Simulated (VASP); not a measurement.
Zr8HC8 (a cell with a defect), 17 atoms in the cell. The cell holds a defect, 17 atoms: a = 6.659 Å, b = 6.659 Å, c = 6.659 Å, α = 60.00°, β = 60.00°, γ = 60.00°. 

| Property | Result |
| --- | --- |
| Program | VASP 6.6.1 |
| Task | single point |
| Functional | PBE |
| Potentials or basis | VASP PAW PBE potentials, release 64 (Zr_sv, C, H) |
| Cutoff | 520 eV |
| k mesh | 4 × 4 × 4 |
| Occupations | gaussian, width 0.1 eV |
| Spin | no spin polarisation |
| Dipole correction | no |
| Further INCAR settings | LREAL = Auto; ALGO = Fast; EDIFF = 1e-07; NBANDS = 78 |

Potentials or basis: VASP PAW PBE potentials, release 64 (Zr_sv, C, H).

The run is started by

```console
$ cat potpaw_PBE.64/Zr_sv/POTCAR potpaw_PBE.64/C/POTCAR potpaw_PBE.64/H/POTCAR > POTCAR
$ mpirun -np 1 vasp_std > vasp.out
```

Hardware: 1 thread of Oxide Virtual Turin-like Processor (shared host).

Question: How long does it take, and how much memory?

Answer: It took 50 min on 1 thread of Oxide Virtual Turin-like Processor, with other jobs on the host, peak memory 0.46 GiB. Counts: scf iterations 37, k points 24.
